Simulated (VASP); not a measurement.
# Be (P1) in VASP: relaxation of cell and atoms with PBE

Aim: the relaxation of cell and atoms of Be with PBE.

Program: VASP 6.6.1. These are calculated values, not measurements. Logs are shortened: lines on timing, memory, paths and dates and some standing lists are left out, and cuts for length are marked.

## (1) The cell of the first run

The typed cell holds 6 atoms: a = 3.517 Å, b = 3.411 Å, c = 5.720 Å, α = 87.01°, β = 91.88°, γ = 112.42°.

## (2) Relaxation of cell and atoms, PBE

The input, INCAR:

```
SYSTEM = Be
ALGO     = Normal         ! electronic algorithm
EDIFF    = 1E-6           ! SCF threshold, eV
EDIFFG   = -0.025         ! ionic threshold
ENCUT    = 600            ! plane-wave cutoff, eV
GGA      = PE             ! functional
IBRION   = 2              ! ionic algorithm
ISIF     = 3              ! what is computed and relaxed
ISMEAR   = 0              ! smearing method
LASPH    = .TRUE.         ! aspherical terms in the spheres
LCHARG   = .FALSE.        ! write CHGCAR
LREAL    = .FALSE.        ! projectors in reciprocal space
LWAVE    = .FALSE.        ! write WAVECAR
NELM     = 80             ! most SCF steps
NSW      = 80             ! ionic steps
PREC     = Accurate       ! precision mode
SIGMA    = 0.2            ! smearing width, eV
```

The input, KPOINTS:

```
k-points
0
G
  6 6 4
  0 0 0
```

The input, POSCAR:

```
Be
1.0
    2.0984467601     -1.9733131008     -2.0182240872
   -2.0750632229     -1.8798878153      1.9481823388
   -4.1466022717     -0.0466582112     -3.9394987147
Be
6
Direct
    0.7441311060      0.2578843885      0.7295635579
    0.2731241384      0.7579859311      0.2451364965
    0.2545808214      0.7390262191      0.7430116880
    0.7449033481      0.1911408995      0.2411956984
    0.9912371667      1.0754011546      0.5130896638
    0.4920234195      0.4785614072      0.0280028953
```

Potentials or basis: VASP PAW PBE potentials, release 64 (Be).

Launch:

```bash
> cat potpaw_PBE.64/Be/POTCAR > POTCAR
> mpirun -np 1 vasp_std > vasp.out
```

OUTCAR:

```text
SYSTEM = Be
   EDIFF = 1E-6
   EDIFFG = -0.025
   ENCUT = 600
   GGA = PE
   IBRION = 2
   ISIF = 3
   ISMEAR = 0
   LASPH = .TRUE.
   LREAL = .FALSE.
   NELM = 80
   NSW = 80
   PREC = Accurate

 ion  position               nearest neighbor table
   1  0.744  0.258  0.730-   5 1.80   3 1.92   3 1.94   6 2.24
   2  0.273  0.758  0.245-   4 1.75   6 1.95   4 2.11   5 2.37
   3  0.255  0.739  0.743-   1 1.92   1 1.94   6 2.11   5 2.12
   4  0.745  0.191  0.241-   2 1.75   5 1.85   6 1.93   2 2.11
   5  0.991  0.075  0.513-   1 1.80   4 1.85   3 2.12   2 2.37
   6  0.492  0.479  0.028-   4 1.93   2 1.95   3 2.11   1 2.24

  LATTYP: Found a triclinic cell.
 ALAT       =     3.4110526238
 B/A-ratio  =     1.1298296516
 C/A-ratio  =     1.6768437364
 COS(alpha) =     0.0162745972
 COS(beta)  =     0.0521416590
 COS(gamma) =     0.5369444039

  Lattice vectors:

 A1 = (   2.0750632229,   1.8798878153,  -1.9481823388)
 A2 = (  -0.0233835372,   3.8532009161,   0.0700417484)
 A3 = (   4.1466022717,   0.0466582112,   3.9394987147)

Analysis of symmetry for initial positions (statically):
=====================================================================
 Subroutine PRICEL returns:
 Original cell was already a primitive cell.

 Routine SETGRP: Setting up the symmetry group for a
 triclinic supercell.

 Subroutine GETGRP returns: Found  1 space group operations
 (whereof  1 operations were pure point group operations)
 out of a pool of  2 trial point group operations.

The static configuration has the point symmetry C_1 .

Analysis of symmetry for dynamics (positions and initial velocities):
=====================================================================
 Subroutine PRICEL returns:
 Original cell was already a primitive cell.

 Routine SETGRP: Setting up the symmetry group for a
 triclinic supercell.

 Subroutine GETGRP returns: Found  1 space group operations
 (whereof  1 operations were pure point group operations)
 out of a pool of  2 trial point group operations.

The dynamic configuration has the point symmetry C_1 .

 Subroutine INISYM returns: Found  1 space group operations
 (whereof  1 operations are pure point group operations),
 and found     1 'primitive' translations

----------------------------------------------------------------------------------------

                                     Primitive cell

  volume of cell :      63.3408

  direct lattice vectors                    reciprocal lattice vectors
     2.098446760 -1.973313101 -2.018224087     0.118355301 -0.256596970 -0.121538307
    -2.075063223 -1.879887815  1.948182339    -0.121244174 -0.262636599  0.130728693
[... 124 lines left out ...]
 conjugate gradient relaxation of ions
 non-spin polarized calculation
 Gauss-broadening in eV      SIGMA  =   0.20
  energy-cutoff  :      600.00
  volume of cell :       63.34
 maximum number of plane-waves:      2135
   NGX = 15   NGY = 13   NGZ = 23

--------------------------------------- Ionic step        1  -------------------------------------------

 number of electron      12.0000000 magnetization

 Free energy of the ion-electron system (eV)
  ---------------------------------------------------
  ext. energy  EPLUGINS =         0.00000000
  ---------------------------------------------------
  free energy    TOTEN  =       -16.25958767 eV

  energy without entropy =      -16.23573671  energy(sigma->0) =      -16.24766219

------------------------ aborting loop because EDIFF is reached ----------------------------------------

  FORCE on cell =-STRESS in cart. coord.  units (eV):
  Direction    XX          YY          ZZ          XY          YZ          ZX
  --------------------------------------------------------------------------------------
  -------------------------------------------------------------------------------------
  Total       -0.2678018      5.6842540      1.5099697     -0.3451851      1.1482113      0.0641428
  in kB       -6.7739316    143.7807717     38.1940363     -8.7313101     29.0435135      1.6224642
  external PRESSURE =      58.4002921 kB  Pullay stress =       0.0000000 kB
[... 101 lines left out ...]
  FREE ENERGIE OF THE ION-ELECTRON SYSTEM (eV)
  ---------------------------------------------------
  free  energy   TOTEN  =       -17.2490601609 eV

  energy  without entropy=      -17.2230009308  energy(sigma->0) =      -17.23603055

 E-fermi :   4.7466     XC(G=0):  -9.8942

 val. band max:        4.7042241401   @ k =   0.5000   0.1667   0.5000
 cond. band min:       4.7580276992   @ k =   0.0000   0.0000   0.0000
 fundamental gap:      0.0538035590
 Fermi energy:         4.7466115955

 k-point     1 :       0.0000    0.0000    0.0000
  band No.  band energies     occupation
      1      -4.8470      2.00000
      2       0.0697      2.00000
      3       0.9899      2.00000
      4       4.0174      2.00000
      5       4.7580      0.93566
      6       5.0785      0.01894
      7       6.3384      0.00000
      8       6.6299      0.00000
      9       7.2110      0.00000
     10       8.2283      0.00000
[... 287 lines left out ...]
 k-point    24 :       0.5000   -0.0000    0.2500
  band No.  band energies     occupation
      1      -2.6137      2.00000
      2      -1.2657      2.00000
      3      -1.0270      2.00000
      4       2.6545      2.00000
      5       2.8182      2.00000
      6       3.1620      2.00000
      7       5.8214      0.00000
      8       7.8146      0.00000
      9       8.1236      0.00000
     10      10.0322      0.00000

 [... further k-points ...]

[... ionic steps 4 to 30 ...]

--------------------------------------- Ionic step       31  -------------------------------------------

 number of electron      12.0000000 magnetization

------------------------ aborting loop because EDIFF is reached ----------------------------------------
[... 75 lines left out ...]
--------------------------------------- Ionic step       33  -------------------------------------------

 number of electron      12.0000000 magnetization

 Free energy of the ion-electron system (eV)
  ---------------------------------------------------
  ext. energy  EPLUGINS =         0.00000000
  ---------------------------------------------------
  free energy    TOTEN  =       -21.46995006 eV

  energy without entropy =      -21.44911545  energy(sigma->0) =      -21.45953276

 E-fermi :   5.7845     XC(G=0): -10.3247

 val. band max:        5.7128506624   @ k =  -0.0000   0.0000   0.5000
 cond. band min:       5.7939808206   @ k =  -0.3333  -0.1667   0.2500
 fundamental gap:      0.0811301582
 Fermi energy:         5.7845344396

 k-point     1 :       0.0000    0.0000    0.0000
  band No.  band energies     occupation
      1      -4.5407      2.00000
      2       0.7770      2.00000
      3       2.1510      2.00000
      4       5.3602      1.99730
      5       5.3610      1.99726
      6       7.0131      0.00000
      7       7.2979      0.00000
      8       7.4894      0.00000
      9       7.5127      0.00000
     10       8.4189      0.00000
[... 332 lines left out ...]
  FREE ENERGIE OF THE ION-ELECTRON SYSTEM (eV)
  ---------------------------------------------------
  free  energy   TOTEN  =       -21.4699500569 eV

  energy  without entropy=      -21.4491154544  energy(sigma->0) =      -21.45953276

 reached required accuracy - stopping structural energy minimisation
```

CONTCAR:

```text
Be
   1.00000000000000
     2.0888321972521391   -1.8701778336163462   -2.4712310237691408
    -2.6180263984591536   -1.7413208924871626    1.7462150445625466
    -3.7409116555944406   -1.3029410042623992   -3.1176267127235708
  Be
     6
Direct
     0.6201124230747166    0.2577619528792995    0.7693057175192340
     0.1187120157059069    0.7578323404418863    0.2694081456145806
     0.3333561478138059    0.6664612499652830    0.6666088865502122
     0.8337411292616345    0.1672979406967818    0.1663829675058376
     0.0464489637548843    0.0749246321660750    0.5641301400832835
     0.5476293204890534    0.5757218838506742    0.0641641426268568

  0.00000000E+00  0.00000000E+00  0.00000000E+00
  0.00000000E+00  0.00000000E+00  0.00000000E+00
  0.00000000E+00  0.00000000E+00  0.00000000E+00
  0.00000000E+00  0.00000000E+00  0.00000000E+00
  0.00000000E+00  0.00000000E+00  0.00000000E+00
  0.00000000E+00  0.00000000E+00  0.00000000E+00
```

Run time: 10 min. Hardware: 1 thread of Intel Xeon Platinum 8375C at 2.90GHz (Ice Lake), shared host; peak memory 0.22 GiB.

Results:

```yaml
Free_energy: -21.4700 eV
Relaxed_volume: 8.54 Å³/atom
Relaxed_cell: a = 3.737 Å, b = 3.597 Å, c = 5.041 Å, α = 68.59°, β = 82.91°, γ = 119.05°
Space_group_after_relaxing_to_0.05_Å: P-1 (No. 2)
Energy_gained_by_relaxing: 868.4 meV/atom
Ionic_steps: 33
Pressure_after_relaxing: 0.0 GPa
Largest_force_after_relaxing: 0.019 eV/Å
Band_gap_on_the_k_mesh: zero (band 6 reaches 7.88 eV, above the bottom of band 7 at 4.79 eV)
```

Forces on the atoms (eV/Å):
```
Be  -0.016  0.007  0.005
Be   0.006 -0.009 -0.015
Be   0.002 -0.001  0.001
Be  -0.004  0.007 -0.001
Be   0.008 -0.011  0.000
Be   0.004  0.007  0.010
```

Step by step:
| step | energy change (eV) | largest force (eV/Å) | pressure (GPa) | volume (Å³) |
| --- | --- | --- | --- | --- |
| 1 | 0.0000 | 3.6651 | 5.84 | 63.34 |
| 2 | -0.9873 | 1.6006 | -2.18 | 66.89 |
| 3 | -0.9895 | 1.4793 | -2.00 | 66.70 |
| 4 | -1.2324 | 0.9703 | -2.27 | 65.86 |
| 5 | -1.3145 | 1.2942 | -1.70 | 65.00 |
| 6 | -1.5222 | 1.2539 | -1.24 | 63.84 |
| 7 | -2.0996 | 1.5516 | 1.31 | 60.29 |
| 8 | -1.8249 | 3.5895 | 15.64 | 53.00 |
| 9 | -2.3090 | 1.8957 | 3.74 | 58.26 |
| 10 | -2.3623 | 2.2284 | 6.19 | 56.74 |
| 11 | -2.4767 | 2.2344 | 6.26 | 56.47 |
| 12 | -2.6813 | 2.2729 | 7.06 | 55.56 |
| 13 | -2.9076 | 1.9974 | 5.34 | 55.94 |
| 14 | -3.4718 | 1.5005 | 0.80 | 57.01 |
| 15 | -4.1310 | 0.8387 | -5.76 | 58.88 |
| 16 | -3.9052 | 1.6739 | -11.00 | 61.38 |
| 17 | -4.2531 | 1.1523 | -8.99 | 60.10 |
| 18 | -4.2577 | 1.0649 | -8.40 | 59.84 |
| 19 | -4.4876 | 1.0485 | -7.22 | 58.13 |
| 20 | -4.7950 | 1.0908 | -3.21 | 54.25 |
| 21 | -4.8166 | 1.2634 | -1.10 | 52.78 |
| 22 | -4.9989 | 0.8843 | 0.31 | 51.48 |
| 23 | -5.1068 | 0.4986 | 4.50 | 49.23 |
| 24 | -5.1102 | 0.5029 | 3.70 | 49.57 |
| 25 | -5.1771 | 0.2273 | 0.81 | 50.75 |
| 26 | -5.1860 | 0.1717 | -0.59 | 51.41 |
| 27 | -5.1949 | 0.1567 | -0.23 | 51.31 |
| 28 | -5.1994 | 0.1611 | 0.28 | 51.17 |
| 29 | -5.2050 | 0.0860 | 0.00 | 51.27 |
| 30 | -5.2072 | 0.0733 | -0.29 | 51.38 |
| 31 | -5.2097 | 0.0533 | 0.02 | 51.23 |
| 32 | -5.2097 | 0.0522 | 0.09 | 51.20 |
| 33 | -5.2104 | 0.0186 | 0.01 | 51.24 |

Final structure:
```
CELL_PARAMETERS angstrom
2.08883 -1.87018 -2.47123
-2.61803 -1.74132 1.74622
-3.74091 -1.30294 -3.11763
ATOMIC_POSITIONS crystal
Be 0.62011 0.25776 0.76931
Be 0.11871 0.75783 0.26941
Be 0.33336 0.66646 0.66661
Be 0.83374 0.16730 0.16638
Be 0.04645 0.07492 0.56413
Be 0.54763 0.57572 0.06416
```

Caveat: the volume moved by over 15 % at a fixed basis, so the end points are rough.
